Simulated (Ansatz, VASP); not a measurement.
## One calculation of TiO2, two programs

The input INCAR:

```
PREC = Accurate
ENCUT = 520
EDIFF = 1E-7
ISMEAR = 0
SIGMA = 0.05
LREAL = F
LASPH = T
NELM = 80
ALGO = Normal
ISIF = 2
LWAVE = F
LCHARG = F
GGA = PE
NBANDS = 33
```

File KPOINTS:

```
regular mesh
0
Gamma
  10 10 10
```

File POSCAR:

```
TiO2
1.0
   -1.9565996073      1.9565996073      4.7757216788
    1.9565996073     -1.9565996073      4.7757216788
    1.9565996073      1.9565996073     -4.7757216788
Ti O
2 4
Direct
    0.0000000000      0.0000000000      0.0000000000
    0.7500000000      0.2500000000      0.5000000000
    0.2065067269      0.2065067269      0.0000000000
    0.9565067269      0.4565067269      0.5000000000
    0.5434932731      0.0434932731      0.5000000000
    0.7934932731      0.7934932731      0.0000000000
```

Input for Ansatz:

```yaml
crystal:
  lattice:
    - [-1.9565996073, 1.9565996073, 4.7757216788]
    - [1.9565996073, -1.9565996073, 4.7757216788]
    - [1.9565996073, 1.9565996073, -4.7757216788]
  atoms:
    - { symbol: Ti, position: [0.0, 0.0, 0.0] }
    - { symbol: Ti, position: [0.75, 0.25, 0.5] }
    - { symbol: O, position: [0.2065067269, 0.2065067269, 0.0] }
    - { symbol: O, position: [0.9565067269, 0.4565067269, 0.5] }
    - { symbol: O, position: [0.5434932731, 0.0434932731, 0.5] }
    - { symbol: O, position: [0.7934932731, 0.7934932731, 0.0] }
basis:
  ecutwfc: 420
kpoints:
  mp_grid: { grid: [10, 10, 10] }
hamiltonian:
  xc: pbe
scf:
  occupations: { method: gaussian, width: 0.05 }
output:
  forces: true
  stress: true
  eigenvalues: true
```

Change from the starting cell: strain +0.030 along x and y, -0.015 along z, atoms carried along.

Alike in both runs: task single point; functional PBE; k mesh 10 × 10 × 10; occupations gaussian, width 0.05 eV; no spin polarisation.

```csv
,VASP,Ansatz
version,VASP 6.6.1,Ansatz 0.2.0
potentials or method,"VASP PAW PBE potentials, release 64 (Ti_sv, O), cutoff 520 eV","scalar-relativistic, plane waves, PAW"
valence electrons in the cell,48,48
```

Ansatz gave:

```
gap on the k mesh at the Fermi level (eV)                     : 2.01
least direct gap on the mesh (eV)                             : 2.28
pressure (GPa)                                                : -7.4
traceless stress, the component that is largest in VASP (GPa) : 5.26
rms of the force components (eV/Å)                            : 0.100
```

Q: What did VASP give for the same quantities?

A: gap on the k mesh at the Fermi level (eV): 1.99; least direct gap on the mesh (eV): 2.26; pressure (GPa): -6.8; traceless stress, the component that is largest in VASP (GPa): 5.48; rms of the force components (eV/Å): 0.115.

Atom by atom the forces differ by 0.015 eV/Å (rms over components). The functional is the same, so the differences come from potentials, cutoffs and numerics.
